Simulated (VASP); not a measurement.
# PbS (R3m) in VASP: single point with PBE

Aim: the single point of PbS with PBE.

Program: VASP 6.6.1. These are calculated values, not measurements. Logs are shortened: lines on timing, memory, paths and dates and some standing lists are left out, and cuts for length are marked.

### Step 1. The cell of the first run

Symmetry: R3m, No. 160, trigonal system. Conventional cell: a = 4.225 Å, b = 4.225 Å, c = 10.356 Å, α = 90.00°, β = 90.00°, γ = 120.00°. Within 3.9 Å of Pb (site symmetry 3m) lie 6 S at 2.96 to 3.02 Å. S (site symmetry 3m) has 6 Pb at 2.96 to 3.02 Å within 3.9 Å.

### Step 2. Single point, PBE

File INCAR:

```
PREC     = Accurate       # precision mode
ENCUT    = 520            # plane-wave cutoff, eV
EDIFF    = 1E-6           # SCF threshold, eV
ISMEAR   = 0              # smearing method
SIGMA    = 0.05           # smearing width, eV
LREAL    = F              # projectors in reciprocal space
LASPH    = T              # aspherical terms in the spheres
NELM     = 80             # most SCF steps
ALGO     = Normal         # electronic algorithm
ISIF     = 2              # what is computed and relaxed
LWAVE    = F              # write WAVECAR
LCHARG   = F              # write CHGCAR
GGA      = PE             # functional
NBANDS   = 17             # bands
```

File KPOINTS:

```
Automatic mesh
0
Gamma
  12 12 12
```

File POSCAR:

```
PbS
1.0
    2.1126617100      1.2197458000      3.4519162500
   -2.1126617100      1.2197458000      3.4519162500
    0.0000000000     -2.4394916100      3.4519162500
Pb S
1 1
Direct
    0.9805657800      0.9805657800      0.9805657800
    0.4750355500      0.4750355500      0.4750355500
```

Potentials or basis: VASP PAW PBE potentials, release 64 (Pb_d, S).

Started as:

```
> cat potpaw_PBE.64/Pb_d/POTCAR potpaw_PBE.64/S/POTCAR > POTCAR
> mpirun -np 1 vasp_std > vasp.out
```

OUTCAR:

```text
PREC = Accurate
   ENCUT = 520
   EDIFF = 1E-6
   ISMEAR = 0
   LREAL = F
   LASPH = T
   NELM = 80
   ISIF = 2
   GGA = PE

 ion  position               nearest neighbor table
   1  0.981  0.981  0.981-   2 2.96   2 2.96   2 2.96   2 3.02   2 3.02   2 3.02
   2  0.475  0.475  0.475-   1 2.96   1 2.96   1 2.96   1 3.02   1 3.02   1 3.02

  LATTYP: Found a trigonal (rhomboedric) cell.
 ALAT       =     4.2269191043
 COS(alpha) =     0.5003774340

  Lattice vectors:

 A1 = (   2.1126617100,   1.2197458000,   3.4519162500)
 A2 = (  -2.1126617100,   1.2197458000,   3.4519162500)
 A3 = (   0.0000000000,  -2.4394916100,   3.4519162500)

Analysis of symmetry for initial positions (statically):
=====================================================================
 Subroutine PRICEL returns:
 Original cell was already a primitive cell.

 Routine SETGRP: Setting up the symmetry group for a
 trigonal (rhombohedral) supercell.

 Subroutine GETGRP returns: Found  6 space group operations
 (whereof  6 operations were pure point group operations)
 out of a pool of 12 trial point group operations.

The static configuration has the point symmetry C_3v.

Analysis of symmetry for dynamics (positions and initial velocities):
=====================================================================
 Subroutine PRICEL returns:
 Original cell was already a primitive cell.

 Routine SETGRP: Setting up the symmetry group for a
 trigonal (rhombohedral) supercell.

 Subroutine GETGRP returns: Found  6 space group operations
 (whereof  6 operations were pure point group operations)
 out of a pool of 12 trial point group operations.

The dynamic configuration has the point symmetry C_3v.

 Subroutine INISYM returns: Found  6 space group operations
 (whereof  6 operations are pure point group operations),
 and found     1 'primitive' translations

----------------------------------------------------------------------------------------

                                     Primitive cell

  volume of cell :      53.3717

  direct lattice vectors                    reciprocal lattice vectors
     2.112661710  1.219745800  3.451916250     0.236668274  0.136640492  0.096564722
    -2.112661710  1.219745800  3.451916250    -0.236668274  0.136640492  0.096564722
     0.000000000 -2.439491610  3.451916250     0.000000000 -0.273280984  0.096564722
[... 75 lines left out ...]
   PREC   = accura    normal or accurate (medium, high low for compatibility)
   ISTART =      0    job   : 0-new  1-cont  2-samecut
   ICHARG =      2    charge: 1-file 2-atom 10-const
   ISPIN  =      1    spin polarized calculation?
   LNONCOLLINEAR =      F non collinear calculations
   LSORBIT =      F    spin-orbit coupling
   LASPH  =      T    aspherical Exc in radial PAW
   ENCUT  =  520.0 eV  38.22 Ry    6.18 a.u.   7.86  7.86  7.86*2*pi/ulx,y,z
   NELM   =     80;   NELMIN=  2; NELMDL= -5     # of ELM steps
   EDIFF  = 0.1E-05   stopping-criterion for ELM
   LREAL  =      F    real-space projection
   EDIFFG = 0.1E-04   stopping-criterion for IOM
   NSW    =      0    number of steps for IOM
   IBRION =     -1    ionic relax: 0-MD 1-quasi-New 2-CG
   NFREE  =      0    steps in history (QN), initial steepest desc. (CG)
   ISIF   =      2    stress and relaxation
   ISYM   =      2    0-nonsym 1-usesym 2-fastsym
   POTIM  = 0.5000    time-step for ionic-motion
   TEBEG  =    0.0;   TEEND  =   0.0 temperature during run
   PSTRESS=    0.0 pullay stress
   NELECT =      20.0000    total number of electrons
   NUPDOWN=      -1.0000    fix difference up-down
   EMIN   =  10.00;   EMAX   =-10.00  energy-range for DOS
   EFERMI =   0.00;   METHOD = LEGACY
   ISMEAR =     0;   SIGMA  =   0.05  broadening in eV -4-tet -1-fermi 0-gaus
   EFERMI_NEDOS =   21; number of points for ismear=-14 and -15
   IALGO  =     38    algorithm
   IMIX   =      4    mixing-type and parameters
     AMIX     =   0.40;   BMIX     =  1.00
     AMIX_MAG =   1.60;   BMIX_MAG =  1.00
  volume/ion in A,a.u.               =      26.69       180.08
  Fermi-wavevector in a.u.,A,eV,Ry     =   1.180270  2.230386 18.953411  1.393036
  Thomas-Fermi vector in A             =   2.316565
   LORBIT       =      0    0 simple, 1 ext, 2 COOP (PROOUT), +10 PAW based schemes
   GGA     = PE    functional components
   LHFCALC =     F    Hartree Fock is set to
   AEXX    =    0.0000 exact exchange contribution
   IVDW    =     0    specifies the selected vdW correction
   LEPSILON=     F    determine dielectric tensor
   LRPA    =     F    only Hartree local field effects (RPA)
 non-spin polarized calculation
 Gauss-broadening in eV      SIGMA  =   0.05
  energy-cutoff  :      520.00
  volume of cell :       53.37
 maximum number of plane-waves:      1459
   NGX = 15   NGY = 15   NGZ = 15

 number of electron      20.0000002 magnetization

 Free energy of the ion-electron system (eV)
  ---------------------------------------------------
  ext. energy  EPLUGINS =         0.00000000
  ---------------------------------------------------
  free energy    TOTEN  =        -8.76648128 eV

  energy without entropy =       -8.76648128  energy(sigma->0) =       -8.76648128

 E-fermi :   5.7092     XC(G=0):  -9.5748

 val. band max:        5.4970124425   @ k =   0.5000  -0.0000  -0.0000
 cond. band min:       5.9566002596   @ k =   0.5000  -0.0000  -0.0000
 fundamental gap:      0.4595878171
 Fermi energy:         5.7091617315

 k-point     1 :       0.0000    0.0000    0.0000
  band No.  band energies     occupation
      1     -11.2613      2.00000
      2     -11.2609      2.00000
      3     -11.2609      2.00000
      4     -11.2444      2.00000
      5     -11.2444      2.00000
      6      -7.8716      2.00000
[... 457 lines left out ...]
      4     -11.2273      2.00000
      5     -11.2180      2.00000
      6      -6.5643      2.00000
[... 9 lines left out ...]
     16      15.1139      0.00000
     17      16.9459      0.00000

 [... further k-points ...]
[... 5 lines left out ...]
  --------------------------------------------------------------------------------------
  -------------------------------------------------------------------------------------
  Total        0.2813658      0.2813658      0.2868479      0.0000000     -0.0000000      0.0000000
  in kB        8.4463898      8.4463898      8.6109569      0.0000000     -0.0000000      0.0000000
  external PRESSURE =       8.5012455 kB  Pullay stress =       0.0000000 kB

 VOLUME and BASIS-vectors are now :
 -----------------------------------------------------------------------------
  energy-cutoff  :      520.00
  volume of cell :       53.37
      direct lattice vectors                 reciprocal lattice vectors
     2.112661710  1.219745800  3.451916250     0.236668274  0.136640492  0.096564722
    -2.112661710  1.219745800  3.451916250    -0.236668274  0.136640492  0.096564722
     0.000000000 -2.439491610  3.451916250     0.000000000 -0.273280984  0.096564722

 POSITION                                       TOTAL-FORCE (eV/Angst)
 -----------------------------------------------------------------------------------
      0.00000     -0.00000     10.15449         0.000000      0.000000     -0.021488
      0.00000     -0.00000      4.91935         0.000000     -0.000000      0.021488
 -----------------------------------------------------------------------------------
    total drift:                                0.000000     -0.000000     -0.000094

  FREE ENERGIE OF THE ION-ELECTRON SYSTEM (eV)
  ---------------------------------------------------
  free  energy   TOTEN  =        -8.7664812808 eV

  energy  without entropy=       -8.7664812808  energy(sigma->0) =       -8.76648128
```

OSZICAR:

```text
N       E                     dE             d eps       ncg     rms          rms(c)
DAV:   1     0.154491777501E+03    0.15449E+03   -0.93632E+03  6426   0.126E+03
DAV:   2     0.316625287965E+01   -0.15133E+03   -0.14566E+03  6774   0.313E+02
DAV:   3    -0.895067451209E+01   -0.12117E+02   -0.12021E+02  8341   0.918E+01
DAV:   4    -0.925787775958E+01   -0.30720E+00   -0.30688E+00  8308   0.160E+01
DAV:   5    -0.926875116595E+01   -0.10873E-01   -0.10873E-01  9490   0.296E+00    0.448E+00
DAV:   6    -0.876183475601E+01    0.50692E+00   -0.14529E+00  9904   0.802E+00    0.314E+00
DAV:   7    -0.876305655882E+01   -0.12218E-02   -0.14596E-01  7812   0.189E+00    0.183E+00
DAV:   8    -0.876685870580E+01   -0.38021E-02   -0.17271E-02  7553   0.140E+00    0.301E-01
DAV:   9    -0.876626626554E+01    0.59244E-03   -0.37146E-03 10226   0.523E-01    0.901E-02
DAV:  10    -0.876647290650E+01   -0.20664E-03   -0.39988E-04  7213   0.117E-01    0.608E-02
DAV:  11    -0.876648030499E+01   -0.73985E-05   -0.62214E-05  8992   0.858E-02    0.171E-02
DAV:  12    -0.876648128078E+01   -0.97579E-06   -0.39889E-06  8193   0.190E-02
   1 F= -.87664813E+01 E0= -.87664813E+01  d E =-.745572E-12
```

stdout:

```text
POSCAR found type information on POSCAR PbS
 POSCAR found :  2 types and       2 ions
 scaLAPACK will be used
 LDA part: xc-table for (Slater+PW92), standard interpolation
 POSCAR, INCAR and KPOINTS ok, starting setup
 FFT: planning ... GRIDC
 FFT: planning ... GRID_SOFT
 FFT: planning ... GRID
 WAVECAR not read
 entering main loop
```

Wall time 83 s (1 thread of AMD EPYC 7R13 (Zen 3), shared host); peak memory 0.27 GiB.

What came out:

| Item | Value |
| --- | --- |
| Free energy | -8.7665 eV |
| Pressure | 0.9 GPa |
| Largest force | 0.021 eV/Å |
| Band gap on the k mesh | 0.46 eV, direct |

Forces on the atoms (eV/Å):
```
Pb   0.000  0.000 -0.021
S    0.000  0.000  0.021
```

Caveat: spin-orbit coupling is left out, which moves the levels of the heavy elements. A k mesh can miss the band edges.
